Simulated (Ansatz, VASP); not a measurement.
Two plane-wave programs on Mg

INCAR

```
SYSTEM = Mg
PREC = Accurate
ENCUT = 520
EDIFF = 1E-6
ISMEAR = 0
SIGMA = 0.15
LREAL = .False.
LASPH = .True.
NELM = 60
ALGO = Fast
ISIF = 2
LWAVE = .False.
LCHARG = .False.
GGA = PS
NBANDS = 7
```

File KPOINTS:

```
regular mesh
0
Gamma
  24 24 24
  0 0 0
```

The input POSCAR:

```
Mg
1.0
   -1.7072168988      1.7072168988      1.7072168988
    1.7072168988     -1.7072168988      1.7072168988
    1.7072168988      1.7072168988     -1.7072168988
Mg
1
Direct
    0.0000000000      0.0000000000      0.0000000000
```

Input for Ansatz:

```yaml
crystal:
  lattice:
    - [-1.7072168988, 1.7072168988, 1.7072168988]
    - [1.7072168988, -1.7072168988, 1.7072168988]
    - [1.7072168988, 1.7072168988, -1.7072168988]
  atoms:
    - { symbol: Mg, position: [0.0, 0.0, 0.0] }
basis:
  ecutwfc: 420
kpoints:
  mp_grid: { grid: [24, 24, 24] }
hamiltonian:
  xc: pbesol
scf:
  occupations: { method: gaussian, width: 0.15 }
output:
  forces: true
  stress: true
  eigenvalues: true
```

Change from the starting cell: strain -0.040 along x and y, -0.040 along z, atoms carried along.

Alike in both runs: task single point; functional PBEsol; k mesh 24 × 24 × 24; occupations gaussian, width 0.15 eV; no spin polarisation.

```csv
,VASP,Ansatz
version,VASP 6.6.1,Ansatz 0.2.0
potentials or method,"VASP PAW PBE potentials, release 64 (Mg), cutoff 520 eV","scalar-relativistic, plane waves, PAW"
valence electrons in the cell,2,10
```

|  | VASP | Ansatz | Ansatz less VASP |
| --- | --- | --- | --- |
| gap on the k mesh at the Fermi level (eV) | none | none | - |
| pressure (GPa) | 5.7 | 5.7 | -0.01 |

VASP's potentials were made for PBE, not for PBEsol. A gap of «none» marks a metal or a gap that the smearing closes. The functional is the same, so the differences come from potentials, cutoffs and numerics. VASP's potentials hold 2 valence electrons a cell and Ansatz's 10, so a difference there can come from the potentials and not from the codes.
